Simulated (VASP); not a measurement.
## RbCl: single point with r2SCAN

RbCl:

```
CELL_PARAMETERS angstrom
0.00000 3.30642 3.30642
3.30642 0.00000 3.30642
3.30642 3.30642 0.00000
ATOMIC_POSITIONS crystal
Rb 0.00000 0.00000 0.00000
Cl 0.50000 0.50000 0.50000
```

```yaml
Program: VASP 6.6.1
Task: single point
Functional: r2SCAN
Potentials_or_basis: VASP PAW PBE potentials, release 64 (Rb_sv, Cl)
Cutoff: 550 eV
k_mesh: 6 × 6 × 6
Occupations: gaussian, width 0.01 eV
Spin: no spin polarisation
Dipole_correction: no
Further_INCAR_settings: ALGO = Normal; EDIFF = 1e-06; NBANDS = 15
```

The pressure is 0.0 GPa and the band gap on the k mesh is 5.55 eV.

Levels at points of the mesh, in eV from the valence-band top:
```csv
k point,band 4,band 5,band 6,band 7,band 8,band 9,band 10,band 11,band 12,band 13
"(0.00, 0.00, 0.00)",-8.18,-8.18,0.00,0.00,0.00,5.55,8.61,8.61,8.61,9.77
"(0.50, 0.00, 0.00)",-8.19,-8.15,-0.83,-0.32,-0.32,8.17,8.48,10.85,10.85,12.03
"(0.50, 0.50, 0.00)",-8.27,-8.27,-0.33,-0.10,-0.10,6.67,8.84,10.14,10.92,11.28
```

It took 2.4 min on 1 thread of Intel Xeon 8259CL, with other jobs on the host, peak memory 0.21 GiB.

Caveat: the PAW data sets were made with another functional, which shifts forces and pressure a little. r2SCAN opens gaps a little over a GGA but as a rule still falls short of measured ones.
